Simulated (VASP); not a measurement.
Runs of VASP 6.6.1 on BiTe. The structure is that of space group R-3m (No. 166), or close to it. The cells are those of the table. 

| cell | gap on the mesh (eV) | pressure (GPa) |
| --- | --- | --- |
| a = 4.389 Å, angles 65.9°, 2 atoms | none | 0.4 |
| a = 4.291 Å, angles 69.9°, 2 atoms | none | -0.5 |
| a = 4.351 Å, angles 66.5°, 2 atoms | none | (c) |
| a = 4.394 Å, angles 69.2°, 2 atoms | none | -2.8 |
| a = 4.319 Å, angles 70.6°, 2 atoms | none | -1.9 |
| a = 4.329 Å, angles 69.2°, 2 atoms | none | -1.1 |
| a = 4.443 Å, angles 67.2°, 2 atoms | none | -2.4 |
| a = 4.470 Å, angles 67.9°, 2 atoms | none | (a) |
| a = 4.378 Å, angles 67.2°, 2 atoms | none | -0.6 |
| a = 4.357 Å, angles 69.9°, 2 atoms | none | -2.4 |
| a = 4.301 Å, angles 68.6°, 2 atoms | none | (b) |
| a = 4.432 Å, angles 68.5°, 2 atoms | none | -3.2 |

Alike in all rows: task single point; level PBE; potentials or basis VASP PAW PBE potentials, release 64 (Bi_d, Te); no spin polarisation; k mesh 12 × 12 × 12; cutoff (eV) 520; smearing gaussian 0.15 eV.

Estimate the missing entries.

(a) -3.5; (b) 0.5; (c) 1.0.

Caveats: spin-orbit coupling is left out, which moves the levels of the heavy elements.

A k mesh can miss the band edges, and the runs leave out spin-orbit coupling on Bi, Te.

A gap of «none» marks levels without a gap at the run's occupations.
